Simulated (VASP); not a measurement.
**ScF3: single point with LDA**

ScF3:

```
CELL_PARAMETERS angstrom
4.01245 0.00000 0.00000
0.00000 4.01245 0.00000
0.00000 0.00000 4.01245
ATOMIC_POSITIONS crystal
Sc 0.04673 0.00000 0.00000
F 0.50000 0.00000 0.00000
F 0.00000 0.50000 0.00000
F 0.00000 0.00000 0.50000
```

This cell differs from its parent crystal: all Sc atoms moved +0.188 Å, as atom 1 along Cartesian [1 0 0].

```
Program                : VASP 6.6.1
Task                   : single point
Functional             : LDA
Potentials or basis    : VASP PAW LDA potentials, release 64 (Sc_sv, F)
Cutoff                 : 520 eV
k mesh                 : 6 × 6 × 6
Occupations            : gaussian, width 0.05 eV
Spin                   : no spin polarisation
Dipole correction      : no
Further INCAR settings : ALGO = Normal; EDIFF = 1e-07; NBANDS = 24
```

| Property | Result |
| --- | --- |
| Pressure | -0.2 GPa |
| Largest force | 2.439 eV/Å |
| Band gap on the k mesh | 6.24 eV, indirect (least direct gap 6.79 eV) |

Forces on the atoms (eV/Å):
```
Sc  -2.439  0.000  0.000
F    2.255  0.000  0.000
F    0.092  0.000  0.000
F    0.092  0.000  0.000
```

Stress tensor (GPa, compression positive):
```
 5.41  0.00  0.00
 0.00 -2.95  0.00
 0.00  0.00 -2.95
```

Levels at points of the mesh, in eV from the valence-band top:
```csv
k point,band 12,band 13,band 14,band 15,band 16,band 17,band 18,band 19,band 20,band 21
"(0.00, 0.00, 0.00)",-1.01,-0.76,-0.64,-0.56,-0.56,6.23,6.48,6.48,7.45,8.01
"(0.50, 0.00, 0.00)",-1.36,-1.26,-0.77,-0.54,-0.54,6.28,7.33,7.33,8.05,9.15
"(0.00, 0.50, 0.00)",-1.17,-1.15,-0.97,-0.84,-0.70,6.52,7.11,7.17,8.17,9.06
"(0.50, 0.50, 0.00)",-1.21,-1.14,-0.99,-0.97,-0.21,7.15,7.37,7.83,8.70,10.63
"(0.00, 0.50, 0.50)",-1.45,-1.45,-1.06,-1.06,-0.01,7.20,7.20,7.75,8.60,10.59
"(0.50, 0.50, 0.50)",-2.50,-2.29,-0.20,-0.20,0.00,7.78,7.88,7.88,10.59,10.66
```

Run time: 48 s on 1 thread of Intel Xeon 6975P-C (shared host), peak memory 0.18 GiB.

Caveat: the cell differs from its parent crystal (all Sc atoms moved +0.188 Å, as atom 1 along Cartesian [1 0 0]); forces of over 1 eV/Å act on the atoms, so gaps and moduli don't describe the material at rest. A k mesh can miss the band edges.
